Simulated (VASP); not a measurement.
# MnHg (Pm-3m) in VASP: a series of runs, part 2 of 2

VASP 6.6.1. The steps go on from the part before.

## Step 5: Single point, PBEsol, collinear spin, ferromagnetic start

This run uses another cell than the first one, of 20.04 Å³/atom.

INCAR reads:

```
SYSTEM = MnHg
  PREC = Accurate
  ENCUT = 520
  EDIFF = 1E-6
  ISMEAR = 0
  SIGMA = 0.1
  LREAL = .False.
  LASPH = .True.
  NELM = 150
  ALGO = Normal
  ISIF = 2
  LWAVE = .False.
  LCHARG = .False.
  ISPIN = 2
  MAGMOM = 4 0
  LORBIT = 11
  LMAXMIX = 4
  GGA = PS
  NBANDS = 24
```

KPOINTS reads:

```
regular mesh
0
Gamma
  12 12 12
  0 0 0
```

POSCAR reads:

```
MnHg
1.0
    3.4220085827      0.0000000000      0.0000000000
    0.0000000000      3.4220085827      0.0000000000
    0.0000000000      0.0000000000      3.4220085827
Mn Hg
1 1
Direct
    0.5000000000      0.5000000000      0.5000000000
    0.0000000000      0.0000000000      0.0000000000
```

Potentials or basis: VASP PAW PBE potentials, release 64 (Mn_pv, Hg).

Launch:

```bash
$ cat potpaw_PBE.64/Mn_pv/POTCAR potpaw_PBE.64/Hg/POTCAR > POTCAR
$ mpirun -np 1 vasp_std > vasp.out
```

OUTCAR:

```text
SYSTEM = MnHg
   PREC = Accurate
   ENCUT = 520
   EDIFF = 1E-6
   ISMEAR = 0
   LREAL = .False.
   LASPH = .True.
   NELM = 150
   ISIF = 2
   ISPIN = 2
   LORBIT = 11
   GGA = PS

 ion  position               nearest neighbor table
   1  0.500  0.500  0.500-   2 2.96   2 2.96   2 2.96   2 2.96   2 2.96   2 2.96   2 2.96   2 2.96

   2  0.000  0.000  0.000-   1 2.96   1 2.96   1 2.96   1 2.96   1 2.96   1 2.96   1 2.96   1 2.96

  LATTYP: Found a simple cubic cell.
 ALAT       =     3.4220085827

  Lattice vectors:

 A1 = (   3.4220085827,   0.0000000000,   0.0000000000)
 A2 = (   0.0000000000,   3.4220085827,   0.0000000000)
 A3 = (   0.0000000000,   0.0000000000,   3.4220085827)

Analysis of symmetry for initial positions (statically):
=====================================================================
 Subroutine PRICEL returns:
 Original cell was already a primitive cell.

 Routine SETGRP: Setting up the symmetry group for a
 simple cubic supercell.

 Subroutine GETGRP returns: Found 48 space group operations
 (whereof 48 operations were pure point group operations)
[... 1487 lines left out ...]

 [... further k-points ...]

------------------------ aborting loop because EDIFF is reached ----------------------------------------

  FORCE on cell =-STRESS in cart. coord.  units (eV):
  Direction    XX          YY          ZZ          XY          YZ          ZX
  --------------------------------------------------------------------------------------
  -------------------------------------------------------------------------------------
  Total       -2.3280711     -2.3280711     -2.3280711      0.0000000     -0.0000000     -0.0000000
  in kB      -93.0815350    -93.0815350    -93.0815350      0.0000000     -0.0000000     -0.0000000
  external PRESSURE =     -93.0815350 kB  Pullay stress =       0.0000000 kB

 VOLUME and BASIS-vectors are now :
 -----------------------------------------------------------------------------
  energy-cutoff  :      520.00
  volume of cell :       40.07
      direct lattice vectors                 reciprocal lattice vectors
     3.422008583  0.000000000  0.000000000     0.292226035  0.000000000  0.000000000
     0.000000000  3.422008583  0.000000000     0.000000000  0.292226035  0.000000000
     0.000000000  0.000000000  3.422008583     0.000000000  0.000000000  0.292226035

 POSITION                                       TOTAL-FORCE (eV/Angst)
 -----------------------------------------------------------------------------------
      1.71100      1.71100      1.71100         0.000000      0.000000      0.000000
      0.00000      0.00000      0.00000         0.000000      0.000000      0.000000
 -----------------------------------------------------------------------------------
    total drift:                                0.000000      0.000000      0.000000

  FREE ENERGIE OF THE ION-ELECTRON SYSTEM (eV)
  ---------------------------------------------------
  free  energy   TOTEN  =        -9.3845834201 eV

  energy  without entropy=       -9.3780002073  energy(sigma->0) =       -9.38129181

 total charge

# of ion       s       p       d       tot
------------------------------------------
    1        0.243   6.145   4.930  11.319
    2        0.822   0.445   9.245  10.512
--------------------------------------------------
tot          1.065   6.590  14.176  21.831

 magnetization (x)

# of ion       s       p       d       tot
------------------------------------------
    1        0.029   0.015   3.927   3.971
    2       -0.024  -0.054   0.039  -0.039
--------------------------------------------------
tot          0.006  -0.039   3.966   3.933
```

OSZICAR:

```text
N       E                     dE             d eps       ncg     rms          rms(c)
DAV:   1     0.228617037623E+03    0.22862E+03   -0.13764E+04  8120   0.114E+03
DAV:   2    -0.272745850592E+01   -0.23134E+03   -0.21956E+03  8400   0.333E+02
DAV:   3    -0.100104318803E+02   -0.72830E+01   -0.72546E+01  9576   0.672E+01
DAV:   4    -0.100650656125E+02   -0.54634E-01   -0.54631E-01  9072   0.544E+00
DAV:   5    -0.100659473106E+02   -0.88170E-03   -0.88167E-03  9992   0.626E-01    0.911E+00
DAV:   6    -0.967899749204E+01    0.38695E+00   -0.96834E+00  9016   0.221E+01    0.860E+00
DAV:   7    -0.939603243053E+01    0.28297E+00   -0.26277E+00  9232   0.136E+01    0.442E+00
DAV:   8    -0.938952874018E+01    0.65037E-02   -0.59220E-02  8824   0.167E+00    0.246E+00
DAV:   9    -0.938476470552E+01    0.47640E-02   -0.17166E-02  9464   0.858E-01    0.918E-01
DAV:  10    -0.938453888850E+01    0.22582E-03   -0.34523E-03  9280   0.495E-01    0.971E-02
DAV:  11    -0.938457614277E+01   -0.37254E-04   -0.17811E-04  9160   0.112E-01    0.367E-02
DAV:  12    -0.938457938496E+01   -0.32422E-05   -0.16524E-05  9448   0.292E-02    0.235E-02
DAV:  13    -0.938458338579E+01   -0.40008E-05   -0.52657E-06  9128   0.164E-02    0.949E-03
DAV:  14    -0.938458342012E+01   -0.34336E-07   -0.10163E-06  5160   0.936E-03
   1 F= -.93845834E+01 E0= -.93812918E+01  d E =-.658321E-02  mag=     4.1011
```

stdout:

```text
POSCAR found type information on POSCAR MnHg
 POSCAR found :  2 types and       2 ions
 scaLAPACK will be used
 -----------------------------------------------------------------------------
|                                                                             |
|                                                                             |
|     You enforced a specific xc type in the INCAR file but a different       |
|     I HOPE YOU KNOW WHAT YOU ARE DOING!                                     |
|                                                                             |
 -----------------------------------------------------------------------------

 LDA part: xc-table for (Slater+PW92), standard interpolation
 POSCAR, INCAR and KPOINTS ok, starting setup
 FFT: planning ... GRIDC
 FFT: planning ... GRID_SOFT
 FFT: planning ... GRID
 WAVECAR not read
 entering main loop
```

It took 85 s on 1 thread of Intel Xeon 6975P-C (Granite Rapids), shared host; peak memory 0.26 GiB.

Results:

* Free energy: -9.3846 eV
* Pressure: -9.3 GPa
* Net moment: 4.10 μB per cell
* Site moments: Mn +3.97; Hg -0.04 μB
* Valence electrons inside the program's atomic spheres: Mn 11.32; Hg 10.51

Caveat: the cell stands under tension; the PAW data sets were made with another functional, which shifts forces and pressure a little; spin-orbit coupling is left out, which moves the levels of the heavy elements.

## Step 6: Overview

```csv
cell,gap on the mesh (eV),pressure (GPa),moment (μB)
"a = 3.315 Å, 2 atoms",none,-4.5,3.93
"a = 3.359 Å, 2 atoms",none,-6.8,4.00
"a = 3.422 Å, 2 atoms",none,-9.3,4.10
```

Alike in all rows: task single point; level PBEsol; potentials or basis VASP PAW PBE potentials, release 64 (Mn_pv, Hg); spin collinear, ferromagnetic start; k mesh 12 × 12 × 12; cutoff (eV) 520; smearing gaussian 0.1 eV.

Caveats: the cell stands under tension; the PAW data sets were made with another functional, which shifts forces and pressure a little; spin-orbit coupling is left out, which moves the levels of the heavy elements.

Total energies depend on the potentials used, so only differences within one code and one set of settings carry meaning.
